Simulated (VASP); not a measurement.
Set up this calculation in VASP 6.6.1, as the native input.

```
Task                   : relaxation of shape and atoms at fixed volume
Functional             : PBE
Dispersion             : D4
Potentials or basis    : VASP PAW PBE potentials, release 64 (Sb, Mg)
Cutoff                 : 600 eV
k mesh                 : 6 × 6 × 4
Occupations            : gaussian, width 0.05 eV
Spin                   : no spin polarisation
Dipole correction      : no
Further INCAR settings : ALGO = Normal; EDIFF = 1e-07; IBRION = 2; EDIFFG = -0.02; NSW = 60; ISIF = 4
```

The structure of Mg3Sb2 lies in POSCAR:

```
Mg3Sb2
1.0
    4.5840525326      0.0000000000      0.0000000000
   -2.2920262663      3.9699059455      0.0000000000
    0.0000000000      0.0000000000      7.2375061567
Sb Mg
2 3
Direct
    0.3333333333      0.6666666667      0.2252481735
    0.6666666667      0.3333333333      0.7747518265
    0.0000000000      0.0000000000      0.0000000000
    0.3333333333      0.6666666667      0.6324830002
    0.6666666667      0.3333333333      0.3675169998
```

One way to write it, as run:

INCAR

```
SYSTEM = Mg3Sb2
PREC     = Accurate       ! precision mode
ENCUT    = 600            ! plane-wave cutoff, eV
EDIFF    = 1E-7           ! SCF threshold, eV
ISMEAR   = 0              ! smearing method
SIGMA    = 0.05           ! smearing width, eV
LREAL    = .FALSE.        ! projectors in reciprocal space
LASPH    = .TRUE.         ! aspherical terms in the spheres
NELM     = 120            ! most SCF steps
ALGO     = Normal         ! electronic algorithm
ISIF     = 4              ! what is computed and relaxed
LWAVE    = .FALSE.        ! write WAVECAR
LCHARG   = .FALSE.        ! write CHGCAR
GGA      = PE             ! functional
IVDW     = 13             ! dispersion correction
IBRION   = 2              ! ionic algorithm
NSW      = 60             ! ionic steps
EDIFFG   = -0.02          ! ionic threshold
GGA_COMPAT= .FALSE.      
NELMIN   = 4
```

KPOINTS

```
regular mesh
0
G
  6 6 4
  0 0 0
```

Potentials or basis: VASP PAW PBE potentials, release 64 (Sb, Mg).

Run with:

```sh
$ cat potpaw_PBE.64/Sb/POTCAR potpaw_PBE.64/Mg/POTCAR > POTCAR
$ mpirun -np 1 vasp_std > vasp.out
```

It gave:

```json
{"Pressure after relaxing": "-1.3 GPa", "Largest force after relaxing": "0.012 eV/Å", "Band gap on the k mesh": "0.23 eV (least direct gap 1.05 eV)", "Dispersion energy per atom": "-0.283 eV"}
```

Caveat: the relaxation stopped at its first step, so nothing moved; spin-orbit coupling is left out, which moves the levels of the heavy elements.

Wall time 43 s on 1 thread of Intel(R) Xeon(R) Platinum 8124M CPU @ 3.00GHz (Skylake/Cascade Lake), on a shared host, peak memory 0.3 GiB.
